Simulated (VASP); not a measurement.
# KI in VASP: single point with r2SCAN

Aim: the single point of KI with r2SCAN.

All numbers are computed with VASP 6.6.1; they aren't measurements. Logs are shortened: lines on timing, memory, paths and dates and some standing lists are left out, and cuts for length are marked.

### 1 The cell of the first run

The typed cell holds 4 atoms: a = 4.995 Å, b = 4.995 Å, c = 8.759 Å, α = 90.00°, β = 90.00°, γ = 119.99°.

### 2 Single point, r2SCAN (47.33 Å³/atom)

The input, POSCAR:

```
KI
1.0
    2.4978889752     -4.3260206542      0.0000000000
    2.4978889752      4.3260206542      0.0000000000
    0.0000000000      0.0000000000      8.7593076497
K I
2 2
Direct
    0.5000000000      0.5000000000      0.5000000000
    0.5000000000      0.5000000000      0.0000000000
    0.8333973680      0.1666026320      0.2500000000
    0.1666026320      0.8333973680      0.7500000000
```

The input, INCAR.step1:

```
SYSTEM = KI
PREC = Accurate
ENCUT = 520
ISMEAR = 0
SIGMA = 0.01
LREAL = .False.
LASPH = .True.
NELM = 100
NBANDS = 24
GGA = PE
ALGO = Normal
EDIFF = 1E-4
LWAVE = .True.
LCHARG = .False.
```

The input, INCAR.step2:

```
SYSTEM = KI
PREC = Accurate
ENCUT = 520
EDIFF = 1E-6
ISMEAR = 0
SIGMA = 0.01
LREAL = .False.
LASPH = .True.
NELM = 100
ALGO = Normal
ISIF = 2
LWAVE = .False.
LCHARG = .False.
METAGGA = R2SCAN
LMIXTAU = .True.
NBANDS = 24
ISTART = 1
```

The input, KPOINTS:

```
Automatic mesh
0
Gamma
  6 6 4
  0 0 0
```

Potentials or basis: VASP PAW PBE potentials, release 64 (K_sv, I).

The run is started by

```sh
$ cat potpaw_PBE.64/K_sv/POTCAR potpaw_PBE.64/I/POTCAR > POTCAR
$ cp INCAR.step1 INCAR
$ mpirun -np 1 vasp_std > vasp.out
$ cp INCAR.step2 INCAR
$ mpirun -np 1 vasp_std > vasp.out
```

OUTCAR:

```text
SYSTEM = KI
   PREC = Accurate
   ENCUT = 520
   EDIFF = 1E-6
   ISMEAR = 0
   LREAL = .False.
   LASPH = .True.
   NELM = 100
   ISIF = 2
   METAGGA = R2SCAN
   ISTART = 1

 ion  position               nearest neighbor table
   1  0.500  0.500  0.500-   4 3.62   3 3.62   4 3.62   3 3.62   3 3.62   4 3.62
   2  0.500  0.500  0.000-   4 3.62   3 3.62   4 3.62   3 3.62   3 3.62   4 3.62
   3  0.833  0.167  0.250-   1 3.62   2 3.62   1 3.62   2 3.62   1 3.62   2 3.62
   4  0.167  0.833  0.750-   1 3.62   2 3.62   1 3.62   2 3.62   1 3.62   2 3.62

  LATTYP: Found a base centered orthorhombic cell.
 ALAT       =     4.9957779504
 B/A-ratio  =     1.7318706705
 C/A-ratio  =     1.7533420694

  Lattice vectors:

 A1 = (   2.4978889752,  -4.3260206542,   0.0000000000)
 A2 = (   2.4978889752,   4.3260206542,   0.0000000000)
 A3 = (   0.0000000000,   0.0000000000,   8.7593076497)

Analysis of symmetry for initial positions (statically):
=====================================================================
 Subroutine PRICEL returns:
 Original cell was already a primitive cell.

 Routine SETGRP: Setting up the symmetry group for a
 base centered orthorhombic supercell.

 Subroutine GETGRP returns: Found  8 space group operations
 (whereof  4 operations were pure point group operations)
 out of a pool of  8 trial point group operations.

The static configuration has the point symmetry C_2h.
 The point group associated with its full space group is D_2h.

Analysis of symmetry for dynamics (positions and initial velocities):
=====================================================================
 Subroutine PRICEL returns:
 Original cell was already a primitive cell.

 Routine SETGRP: Setting up the symmetry group for a
 base centered orthorhombic supercell.

 Subroutine GETGRP returns: Found  8 space group operations
 (whereof  4 operations were pure point group operations)
 out of a pool of  8 trial point group operations.

The dynamic configuration has the point symmetry C_2h.
 The point group associated with its full space group is D_2h.

 Subroutine INISYM returns: Found  8 space group operations
 (whereof  4 operations are pure point group operations),
 and found     1 'primitive' translations

----------------------------------------------------------------------------------------

                                     Primitive cell

  volume of cell :     189.3047

  direct lattice vectors                    reciprocal lattice vectors
     2.497888975 -4.326020654  0.000000000     0.200169025 -0.115579661  0.000000000
     2.497888975  4.326020654  0.000000000     0.200169025  0.115579661  0.000000000
     0.000000000  0.000000000  8.759307650     0.000000000  0.000000000  0.114164274

  length of vectors
     4.995388276  4.995388276  8.759307650     0.231141291  0.231141291  0.114164274

  position of ions in fractional coordinates (direct lattice)
     0.500000000  0.500000000  0.500000000
     0.500000000  0.500000000  0.000000000
     0.833397368  0.166602632  0.250000000
     0.166602632  0.833397368  0.750000000

  ion indices of the primitive-cell ions
   primitive index   ion index
                 1           1
                 2           2
                 3           3
                 4           4

----------------------------------------------------------------------------------------

 KPOINTS: Automatic mesh

Automatic generation of k-mesh.
 Grid dimensions read from file:
 generate k-points for:    6    6    4

 Generating k-lattice:

  Cartesian coordinates                     Fractional coordinates (reciprocal lattice)
     0.033361504 -0.019263277  0.000000000     0.166666667  0.000000000  0.000000000
     0.033361504  0.019263277  0.000000000     0.000000000  0.166666667  0.000000000
     0.000000000  0.000000000  0.028541069     0.000000000  0.000000000  0.250000000

  Length of vectors
     0.038523549  0.038523549  0.028541069

  Shift w.r.t. Gamma in fractional coordinates (k-lattice)
     0.000000000  0.000000000  0.000000000

 Subroutine IBZKPT returns following result:
 ===========================================

 Found     39 irreducible k-points:

 Following reciprocal coordinates:
            Coordinates               Weight
  0.000000  0.000000  0.000000      1.000000
  0.166667 -0.000000  0.000000      4.000000
  0.333333  0.000000  0.000000      4.000000
  0.500000  0.000000  0.000000      2.000000
  0.166667  0.166667  0.000000      2.000000
  0.333333  0.166667  0.000000      4.000000
[... 16 lines left out ...]
  0.333333  0.333333  0.250000      4.000000
  0.500000  0.333333  0.250000      8.000000
 [... further k-points ...]
   k-points           NKPTS =     39   k-points in BZ     NKDIM =     39   number of bands    NBANDS=     24
   number of dos      NEDOS =    301   number of ions     NIONS =      4
   total plane-waves  NPLWV = 112000
   dimension x,y,z NGX =    40 NGY =   40 NGZ =   70
   dimension x,y,z NGXF=    80 NGYF=   80 NGZF=  140
   ions per type =               2   2
   NGX,Y,Z   is equivalent  to a cutoff of  13.31, 13.31, 13.29 a.u.
   NGXF,Y,Z  is equivalent  to a cutoff of  26.62, 26.62, 26.57 a.u.
 SYSTEM =  KI
   PREC   = accura    normal or accurate (medium, high low for compatibility)
   ISTART =      1    job   : 0-new  1-cont  2-samecut
   ICHARG =      0    charge: 1-file 2-atom 10-const
   ISPIN  =      1    spin polarized calculation?
   LNONCOLLINEAR =      F non collinear calculations
   LSORBIT =      F    spin-orbit coupling
   LASPH  =      T    aspherical Exc in radial PAW
   ENCUT  =  520.0 eV  38.22 Ry    6.18 a.u.   9.29  9.29 16.29*2*pi/ulx,y,z
   NELM   =    100;   NELMIN=  2; NELMDL=  0     # of ELM steps
   EDIFF  = 0.1E-05   stopping-criterion for ELM
   LREAL  =      F    real-space projection
   EDIFFG = 0.1E-04   stopping-criterion for IOM
   NSW    =      0    number of steps for IOM
   IBRION =     -1    ionic relax: 0-MD 1-quasi-New 2-CG
   NFREE  =      0    steps in history (QN), initial steepest desc. (CG)
   ISIF   =      2    stress and relaxation
   ISYM   =      2    0-nonsym 1-usesym 2-fastsym
   POTIM  = 0.5000    time-step for ionic-motion
   TEBEG  =    0.0;   TEEND  =   0.0 temperature during run
   PSTRESS=    0.0 pullay stress
   NELECT =      32.0000    total number of electrons
   NUPDOWN=      -1.0000    fix difference up-down
   EMIN   =  10.00;   EMAX   =-10.00  energy-range for DOS
   EFERMI =   0.00;   METHOD = LEGACY
   ISMEAR =     0;   SIGMA  =   0.01  broadening in eV -4-tet -1-fermi 0-gaus
   EFERMI_NEDOS =   21; number of points for ismear=-14 and -15
   IALGO  =     38    algorithm
   IMIX   =      4    mixing-type and parameters
     AMIX     =   0.40;   BMIX     =  1.00
     AMIX_MAG =   1.60;   BMIX_MAG =  1.00
  volume/ion in A,a.u.               =      47.33       319.37
  Fermi-wavevector in a.u.,A,eV,Ry     =   0.905186  1.710553 11.148084  0.819361
  Thomas-Fermi vector in A             =   2.028723
   LORBIT       =      0    0 simple, 1 ext, 2 COOP (PROOUT), +10 PAW based schemes
   METAGGA = R2SCAN    functional components
   LHFCALC =     F    Hartree Fock is set to
   AEXX    =    0.0000 exact exchange contribution
   IVDW    =     0    specifies the selected vdW correction
   LEPSILON=     F    determine dielectric tensor
   LRPA    =     F    only Hartree local field effects (RPA)
 non-spin polarized calculation
 Gauss-broadening in eV      SIGMA  =   0.01
  energy-cutoff  :      520.00
  volume of cell :      189.30
 maximum number of plane-waves:      5121
 NGX is ok and might be reduce to    40
   NGX = 19   NGY = 19   NGZ = 33

 number of electron      32.0000000 magnetization

 Free energy of the ion-electron system (eV)
  ---------------------------------------------------
  ext. energy  EPLUGINS =         0.00000000
  ---------------------------------------------------
  free energy    TOTEN  =       -67.86683042 eV

  energy without entropy =      -67.86683042  energy(sigma->0) =      -67.86683042

 E-fermi :  -0.9603     XC(G=0):  -7.2206

 val. band max:       -1.0286039381   @ k =   0.0000   0.0000   0.0000
 cond. band min:       3.3274428652   @ k =   0.0000   0.0000   0.0000
 fundamental gap:      4.3560468034
 Fermi energy:        -0.9603444097

 k-point     1 :       0.0000    0.0000    0.0000
  band No.  band energies     occupation
      1     -30.9520      2.00000
      2     -30.9485      2.00000
      3     -13.7822      2.00000
      4     -13.6593      2.00000
      5     -13.6593      2.00000
      6     -13.6497      2.00000
[... 16 lines left out ...]
     23       6.4808      0.00000
     24       7.0282      0.00000

 k-point     2 :       0.1667   -0.0000    0.0000
  band No.  band energies     occupation
      1     -30.9517      2.00000
      2     -30.9483      2.00000
      3     -13.7666      2.00000
      4     -13.6814      2.00000
      5     -13.6615      2.00000
      6     -13.6577      2.00000
[... 16 lines left out ...]
     23       6.6620      0.00000
     24       6.7476      0.00000

 k-point     3 :       0.3333    0.0000    0.0000
  band No.  band energies     occupation
      1     -30.9511      2.00000
      2     -30.9477      2.00000
      3     -13.7440      2.00000
      4     -13.7135      2.00000
      5     -13.6738      2.00000
      6     -13.6659      2.00000
[... 16 lines left out ...]
     23       7.1543      0.00000
     24       7.6393      0.00000
[... 514 lines left out ...]
 k-point    23 :       0.3333    0.3333    0.2500
  band No.  band energies     occupation
      1     -30.9501      2.00000
      2     -30.9478      2.00000
      3     -13.7090      2.00000
      4     -13.7090      2.00000
      5     -13.6982      2.00000
      6     -13.6746      2.00000
[... 16 lines left out ...]
     23       7.5202      0.00000
     24       7.7559      0.00000

 k-point    24 :       0.5000    0.3333    0.2500
  band No.  band energies     occupation
      1     -30.9503      2.00000
      2     -30.9479      2.00000
      3     -13.7289      2.00000
      4     -13.7043      2.00000
      5     -13.6863      2.00000
      6     -13.6742      2.00000
[... 16 lines left out ...]
     23       7.2346      0.00000
     24       7.7298      0.00000

 [... further k-points ...]

------------------------ aborting loop because EDIFF is reached ----------------------------------------

  FORCE on cell =-STRESS in cart. coord.  units (eV):
  Direction    XX          YY          ZZ          XY          YZ          ZX
  --------------------------------------------------------------------------------------
  -------------------------------------------------------------------------------------
  Total       -0.6924772     -0.6928392     -0.7973987      0.0000000      0.0000000      0.0000000
  in kB       -5.8607689     -5.8638324     -6.7487699      0.0000000      0.0000000      0.0000000
  external PRESSURE =      -6.1577904 kB  Pullay stress =       0.0000000 kB

 VOLUME and BASIS-vectors are now :
 -----------------------------------------------------------------------------
  energy-cutoff  :      520.00
  volume of cell :      189.30
      direct lattice vectors                 reciprocal lattice vectors
     2.497888975 -4.326020654  0.000000000     0.200169025 -0.115579661  0.000000000
     2.497888975  4.326020654  0.000000000     0.200169025  0.115579661  0.000000000
     0.000000000  0.000000000  8.759307650     0.000000000  0.000000000  0.114164274

 POSITION                                       TOTAL-FORCE (eV/Angst)
 -----------------------------------------------------------------------------------
      2.49789      0.00000      4.37965         0.000000     -0.000000     -0.000000
      2.49789      0.00000      0.00000        -0.000000      0.000000     -0.000000
      2.49789     -2.88457      2.18983        -0.000000      0.000414      0.000000
      2.49789      2.88457      6.56948        -0.000000     -0.000414     -0.000000
 -----------------------------------------------------------------------------------
    total drift:                                0.000000      0.000000     -0.000000

  FREE ENERGIE OF THE ION-ELECTRON SYSTEM (eV)
  ---------------------------------------------------
  free  energy   TOTEN  =       -67.8668304171 eV

  energy  without entropy=      -67.8668304171  energy(sigma->0) =      -67.86683042
```

Wall time 12 min (1 thread of Intel Xeon Platinum 8259CL at 2.50GHz (Skylake/Cascade Lake), shared host); peak memory 0.46 GiB.

Results:

```
Free energy            : -67.8668 eV
Pressure               : -0.6 GPa
Band gap on the k mesh : 4.36 eV
```

Stress tensor (GPa, compression positive):
```
-0.59  0.00  0.00
 0.00 -0.59  0.00
 0.00  0.00 -0.67
```

Levels at points of the mesh, in eV from the valence-band top:
```
           k point  band 12  band 13  band 14  band 15  band 16  band 17  band 18  band 19  band 20  band 21
(0.00, 0.00, 0.00)    -0.23    -0.23    -0.19     0.00     0.00     4.36     5.99     6.26     7.30     7.30
(0.50, 0.00, 0.00)    -0.85    -0.63    -0.53    -0.32    -0.31     5.63     6.23     6.30     7.47     7.97
(0.50, 0.50, 0.00)    -0.85    -0.63    -0.53    -0.32    -0.31     5.63     6.23     6.30     7.47     7.97
(0.00, 0.00, 0.50)    -0.79    -0.12    -0.12    -0.12    -0.12     5.41     5.41     6.81     6.81     7.65
(0.50, 0.00, 0.50)    -1.10    -0.48    -0.48    -0.32    -0.32     6.10     6.10     6.20     6.20     8.67
(0.50, 0.50, 0.50)    -1.10    -0.48    -0.48    -0.32    -0.32     6.09     6.09     6.20     6.20     8.67
```

Caveat: the PAW data sets were made with another functional, which shifts forces and pressure a little; spin-orbit coupling is left out, which moves the levels of the heavy elements. A k mesh can miss the band edges.
